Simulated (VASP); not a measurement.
Write the native input for VASP 6.6.1 that does the following.

| Property | Result |
| --- | --- |
| Task | single point |
| Functional | PBE |
| Potentials or basis | VASP PAW PBE potentials, release 64 (Al, Zn) |
| Cutoff | 520 eV |
| k mesh | 4 × 4 × 4 |
| Occupations | gaussian, width 0.2 eV |
| Spin | no spin polarisation |
| Dipole correction | no |
| Further INCAR settings | ALGO = Normal; EDIFF = 1e-07; NBANDS = 49 |

The structure of AlZn3 lies in POSCAR:

```
AlZn3
1.0
    5.0402626000      0.0000000000      0.0000000000
    0.0000000000      5.0402626000      0.0000000000
    0.0000000000      0.0000000000      5.0402626000
Al Zn
2 6
Direct
    0.0000000000      0.0000000000      0.0000000000
    0.5000000000      0.5000000000      0.5000000000
    0.2500000000      0.0000000000      0.5000000000
    0.5000000000      0.7500000000      0.0000000000
    0.7500000000      0.0000000000      0.5000000000
    0.5000000000      0.2500000000      0.0000000000
    0.0000000000      0.5000000000      0.7500000000
    0.0000000000      0.5000000000      0.2500000000
```

One way to write it, as run:

INCAR

```
PREC = Accurate
ENCUT = 520
EDIFF = 1E-7
ISMEAR = 0
SIGMA = 0.2
LREAL = F
LASPH = T
NELM = 60
ALGO = Normal
ISIF = 2
LWAVE = F
LCHARG = F
GGA = PE
NBANDS = 49
```

KPOINTS

```
regular mesh
0
Gamma
  4 4 4
```

Potentials or basis: VASP PAW PBE potentials, release 64 (Al, Zn).

Run with:

```sh
$ cat potpaw_PBE.64/Al/POTCAR potpaw_PBE.64/Zn/POTCAR > POTCAR
$ mpirun -np 1 vasp_std > vasp.out
```

It gave:

```json
{
 "Pressure": "0.1 GPa",
 "Band gap on the k mesh": "zero (band 39 reaches 9.85 eV, above the bottom of band 40 at 2.28 eV)"
}
```

It took 34 s on 1 thread of Intel(R) Xeon(R) 6975P-C (Granite Rapids) (shared host), peak memory 0.25 GiB.
